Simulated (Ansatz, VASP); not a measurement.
## RbPt3: VASP beside Ansatz

```
CELL_PARAMETERS angstrom
4.24758 0.00000 0.00000
0.00000 4.24758 0.00000
0.00000 0.00000 4.24758
ATOMIC_POSITIONS crystal
Rb 0.00000 0.00000 0.00000
Pt 0.00000 0.50000 0.50000
Pt 0.50000 0.00000 0.50000
Pt 0.50000 0.50000 0.00000
```

Alike in both runs: functional PBE; k mesh 4 × 4 × 4; occupations gaussian, width 0.1 eV; no spin polarisation.

Ansatz relaxed the structure, and its values are those at the end. VASP's run is a single point on that final structure, the one shown.

|  | VASP | Ansatz |
| --- | --- | --- |
| version | VASP 6.6.1 | Ansatz 0.2.0 |
| potentials or method | VASP PAW PBE potentials, release 64 (Rb_sv, Pt), cutoff 520 eV | scalar-relativistic, plane waves, PAW |
| valence electrons in the cell | 39 | 63 |

Ansatz gave:

- gap on the k mesh at the Fermi level (eV): none
- pressure (GPa): -0.1

Problem. What did VASP give for the same quantities?

Solution. gap on the k mesh at the Fermi level (eV): none; pressure (GPa): 0.1.

A gap of «none» marks a metal or a gap that the smearing closes. VASP's potentials hold 39 valence electrons a cell and Ansatz's 63, so a difference there can come from the potentials and not from the codes.

The k mesh is coarse, so the values compare programs but aren't converged. Neither program's run includes spin-orbit coupling.
